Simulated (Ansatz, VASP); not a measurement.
Two plane-wave programs on K2SiB2

```
CELL_PARAMETERS angstrom
-2.12075 2.12075 5.37085
2.12075 -2.12075 5.37085
2.12075 2.12075 -5.37085
ATOMIC_POSITIONS crystal
K 0.37384 0.37384 0.00000
K 0.62616 0.62616 0.00000
Si 0.00000 0.00000 0.00000
B 0.75000 0.25000 0.50000
B 0.25000 0.75000 0.50000
```

Change from the starting cell: species swapped into the LuFe2Si2 type (I4/mmm, No. 139).

Alike in both runs: task relaxation of cell and atoms; functional PBE; k mesh 6 × 6 × 6; occupations gaussian, width 0.1 eV; no spin polarisation.

```csv
,VASP,Ansatz
version,VASP 6.6.1,Ansatz 0.2.0
potentials or method,"VASP PAW PBE potentials, release 64 (K_sv, Si, B), cutoff 600 eV","scalar-relativistic, plane waves, PAW"
valence electrons in the cell,28,28
```

Ansatz gave:

| Property | Result |
| --- | --- |
| gap on the k mesh at the Fermi level, each at its own relaxed structure (eV) | none |
| relaxed volume (Å³/atom) | 17.41 |
| relaxed length of the cell vector where the two differ most in proportion (Å) | 11.060 |

Question: Estimate VASP's values.

Answer: gap on the k mesh at the Fermi level, each at its own relaxed structure (eV): none; relaxed volume (Å³/atom): 17.08; relaxed length of the cell vector where the two differ most in proportion (Å): 10.733.

A gap of «none» marks a metal or a gap that the smearing closes.
